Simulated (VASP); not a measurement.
Input of a VASP 6.6.1 run:

The input INCAR:

```
PREC = Accurate ; ENCUT = 520
EDIFF = 1E-6 ; ISMEAR = 0
SIGMA = 0.1 ; LREAL = False
LASPH = True ; NELM = 100
ALGO = Normal ; ISIF = 2
LWAVE = False ; LCHARG = False
GGA = PE ; NBANDS = 19
```

The input KPOINTS:

```
regular mesh
0
Gamma
  8 8 12
```

The input POSCAR:

```
Mg2O
1.0
    5.2423708324      0.0000000000      0.0000000000
    0.0000000000      5.2423708324      0.0000000000
    0.0000000000      0.0000000000      3.1297521172
Mg O
4 2
Direct
    0.2933213814      0.2933213814      0.0000000000
    0.2066786186      0.7933213814      0.5000000000
    0.7066786186      0.7066786186      0.0000000000
    0.7933213814      0.2066786186      0.5000000000
    0.0000000000      0.0000000000      0.0000000000
    0.5000000000      0.5000000000      0.5000000000
```

Potentials or basis: VASP PAW PBE potentials, release 64 (Mg, O).

Run with:

```console
$ cat potpaw_PBE.64/Mg/POTCAR potpaw_PBE.64/O/POTCAR > POTCAR
$ mpirun -np 1 vasp_std > vasp.out
```

(1) Predict the band gap on the k mesh.

(2) Estimate the pressure.

Results:

(1) zero (bands 10 and 11 overlap by 0.97 eV).

(2) -0.4 GPa.
